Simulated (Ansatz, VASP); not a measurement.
**Two plane-wave programs on MoN2**

```
CELL_PARAMETERS angstrom
4.34805 0.00000 0.00000
0.00000 4.34805 0.00000
0.00000 0.00000 2.76746
ATOMIC_POSITIONS crystal
Mo 0.00000 0.00000 0.00000
Mo 0.50000 0.50000 0.00000
N 0.61165 0.88835 0.50000
N 0.38835 0.11165 0.50000
N 0.11165 0.61165 0.50000
N 0.88835 0.38835 0.50000
```

Alike in both runs: functional PBEsol; k mesh 6 × 6 × 10; occupations fermi-dirac, width 0.05 eV; no spin polarisation.

|  | VASP | Ansatz |
| --- | --- | --- |
| version | VASP 6.6.1 | Ansatz 0.2.0 |
| potentials or method | VASP PAW PBE potentials, release 64 (Mo_sv, N_h) | Ansatz PAW |
| plane-wave cutoff (eV) | 910 | 420 |
| valence electrons in the cell | 48 | 48 |
| task | single point | band structure |

```tsv
	VASP	Ansatz	Ansatz less VASP
gap on the k mesh at the Fermi level (eV)	none	none	-
rms of the force components (eV/Å)	0.036	0.016	-0.0194
```

VASP's potentials were made for PBE, not for PBEsol. Atom by atom the forces differ by 0.019 eV/Å (rms over components). A gap of «none» marks a metal or a gap that the smearing closes. The functional is the same, so the differences come from potentials, cutoffs and numerics.

Noted on VASP's run: the cutoff is short for stress, so the pressure is rough.
